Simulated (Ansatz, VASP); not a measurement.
**HfSn3S8 in VASP and in Ansatz**

```
Hf Sn S
1.0
     3.73644    2.15677    6.05502
    -3.73654    2.15672    6.05514
    -0.00009   -4.31431    6.05542
Hf Sn S
1 3 8
Direct
  0.50028 0.50019 0.49956
  0.49990 0.00004 0.50023
  0.49988 0.49997 0.99998
  0.00001 0.49986 0.50015
  0.74630 0.74618 0.74639
  0.74481 0.26043 0.74491
  0.74497 0.74509 0.26046
  0.26046 0.74484 0.74486
  0.25371 0.25355 0.25388
  0.25503 0.73952 0.25503
  0.25512 0.25518 0.73958
  0.73954 0.25516 0.25498
```

Change from the starting cell: cell x1, atoms moved at random (sigma 0.1 Å) and cell strained at random (1.5 %), then relaxed without symmetry.

Alike in both runs: functional PBE; k mesh 3 × 3 × 3; occupations gaussian, width 0.1 eV; no spin polarisation.

Ansatz relaxed the structure, and its values are those at the end. VASP's run is a single point on that final structure, the one shown.

```csv
,VASP,Ansatz
version,VASP 6.6.1,Ansatz 0.2.0
potentials or method,"VASP PAW PBE potentials, release 64 (Hf_pv, Sn_d, S), cutoff 520 eV","scalar-relativistic, plane waves, PAW"
valence electrons in the cell,100,116
```

```csv
,VASP,Ansatz,Ansatz less VASP
gap on the k mesh at the Fermi level (eV),0.73,0.72,-0.011
least direct gap on the mesh (eV),0.80,0.79,-0.011
pressure (GPa),-0.2,0.0,+0.23
rms of the force components (eV/Å),0.015,0.004,-0.0112
```

The functional is the same, so the differences come from potentials, cutoffs and numerics. VASP's potentials hold 100 valence electrons a cell and Ansatz's 116, so a difference there can come from the potentials and not from the codes.

Neither program's run includes spin-orbit coupling.
